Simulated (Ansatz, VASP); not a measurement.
# Two plane-wave programs on Si

INCAR

```
  ALGO = Normal
  EDIFF = 1E-6
  ENCUT = 520
  GGA = PE
  ISIF = 2
  ISMEAR = 0
  LASPH = T
  LCHARG = F
  LREAL = F
  LWAVE = F
  NBANDS = 16
  NELM = 100
  PREC = Accurate
  SIGMA = 0.01
```

Contents of KPOINTS:

```
k-points
0
Gamma
  9 9 6
```

Contents of POSCAR:

```
Si
1.0
    3.8513395658      0.0000000000      0.0000000000
   -1.9256697829      3.3353579026      0.0000000000
    0.0000000000      0.0000000000      6.3646947671
Si
4
Direct
    0.3333333333      0.6666666667     -0.0000722470
    0.6666666667      0.3333333333      0.4999277530
    0.3333333333      0.6666666667      0.3740722470
    0.6666666667      0.3333333333      0.8740722470
```

Input for Ansatz:

```yaml
crystal:
  lattice:
    - [3.8513395658, 0.0, 0.0]
    - [-1.9256697829, 3.3353579026, 0.0]
    - [0.0, 0.0, 6.3646947671]
  atoms:
    - { symbol: Si, position: [0.3333333333, 0.6666666667, -7.2247e-05] }
    - { symbol: Si, position: [0.6666666667, 0.3333333333, 0.499927753] }
    - { symbol: Si, position: [0.3333333333, 0.6666666667, 0.374072247] }
    - { symbol: Si, position: [0.6666666667, 0.3333333333, 0.874072247] }
basis:
  ecutwfc: 420
kpoints:
  mp_grid: { grid: [9, 9, 6] }
  band_path:
    path:
      - [0.0, 0.0, 0.0]
      - [0.0, 0.0, 0.0]
      - [0.0, 0.0, 0.0]
      - [0.0, 0.0, 0.0]
      - [0.0, 0.0, 0.0]
      - [0.0, 0.0, 0.0]
      - [0.0, 0.0, 0.0]
      - [0.0, 0.0, 0.0]
      - [0.0, 0.0, 0.0]
      - [0.0, 0.0, 0.0]
      - [0.0, 0.0, 0.0]
      - [0.0, 0.0, 0.0]
      - [0.0, 0.0, 0.0]
      - [0.0, 0.0, 0.0]
      - [0.0, 0.0, 0.0]
      - [0.0, 0.0, 0.0]
      - [0.0, 0.0, 0.0]
      - [0.0, 0.0, 0.0]
      - [0.0, 0.0, 0.0]
      - [0.0, 0.0, 0.0]
      - [0.0, 0.0, 0.0]
      - [0.0, 0.0, 0.0]
      - [0.0, 0.0, 0.0]
      - [0.0, 0.0, 0.0]
      - [0.0, 0.0, 0.0]
      - [0.0, 0.0, 0.0]
      - [0.3, 0.0, 0.0]
      - [0.3166666667, 0.0, 0.0]
      - [0.3333333333, 0.0, 0.0]
      - [0.35, 0.0, 0.0]
      - [0.3666666667, 0.0, 0.0]
      - [0.3833333333, 0.0, 0.0]
      - [0.4, 0.0, 0.0]
      - [0.4166666667, 0.0, 0.0]
      - [0.4333333333, 0.0, 0.0]
      - [0.45, 0.0, 0.0]
      - [0.4666666667, 0.0, 0.0]
      - [0.4833333333, 0.0, 0.0]
      - [0.5, 0.0, 0.0]
      - [0.5, 0.0, 0.0]
      - [0.5, 0.0, 0.0416666667]
      - [0.5, 0.0, 0.0833333333]
      - [0.5, 0.0, 0.125]
      - [0.5, 0.0, 0.1666666667]
      - [0.5, 0.0, 0.2083333333]
      - [0.5, 0.0, 0.25]
      - [0.5, 0.0, 0.2916666667]
      - [0.5, 0.0, 0.3333333333]
      - [0.5, 0.0, 0.375]
      - [0.5, 0.0, 0.4166666667]
      - [0.5, 0.0, 0.4583333333]
      - [0.5, 0.0, 0.5]
      - [0.3333333333, 0.3333333333, 0.0]
      - [0.3333333333, 0.3333333333, 0.0]
      - [0.3333333333, 0.3333333333, 0.0]
      - [0.3333333333, 0.3333333333, 0.0]
      - [0.3333333333, 0.3333333333, 0.0]
      - [0.3333333333, 0.3333333333, 0.0]
      - [0.3333333333, 0.3333333333, 0.0]
      - [0.3333333333, 0.3333333333, 0.0]
      - [0.3333333333, 0.3333333333, 0.0]
      - [0.3333333333, 0.3333333333, 0.0]
      - [0.3333333333, 0.3333333333, 0.0]
      - [0.3333333333, 0.3333333333, 0.0]
      - [0.3333333333, 0.3333333333, 0.0]
      - [0.0, 0.0, 0.5]
      - [0.0, 0.0, 0.5]
      - [0.0, 0.0, 0.5]
      - [0.0, 0.0, 0.5]
      - [0.0, 0.0, 0.5]
      - [0.0, 0.0, 0.5]
      - [0.0, 0.0, 0.5]
      - [0.0, 0.0, 0.5]
      - [0.0, 0.0, 0.5]
      - [0.0, 0.0, 0.5]
      - [0.0, 0.0, 0.5]
      - [0.0, 0.0, 0.5]
      - [0.0, 0.0, 0.5]
    npoints: 1
hamiltonian:
  xc: pbe
  pseudopotentials: { kind: paw, azcp: { folder: soft_1 } }
scf:
  occupations: { method: fixed }
  n_extra_bands: 6
output:
  eigenvalues: true
```

Alike in both runs: task single point; functional PBE; k mesh 9 × 9 × 6; no spin polarisation.

```csv
,VASP,Ansatz
version,VASP 6.6.1,Ansatz 0.2.0
potentials or method,"VASP PAW PBE potentials, release 64 (Si), cutoff 520 eV","scalar-relativistic, plane waves, PAW"
occupations,"gaussian, width 0.01 eV",fixed
valence electrons in the cell,16,16
```

```tsv
	VASP	Ansatz	Ansatz less VASP
gap on the k mesh at the Fermi level (eV)	0.49	0.49	0.000
least direct gap on the mesh (eV)	0.99	0.99	-0.004
```
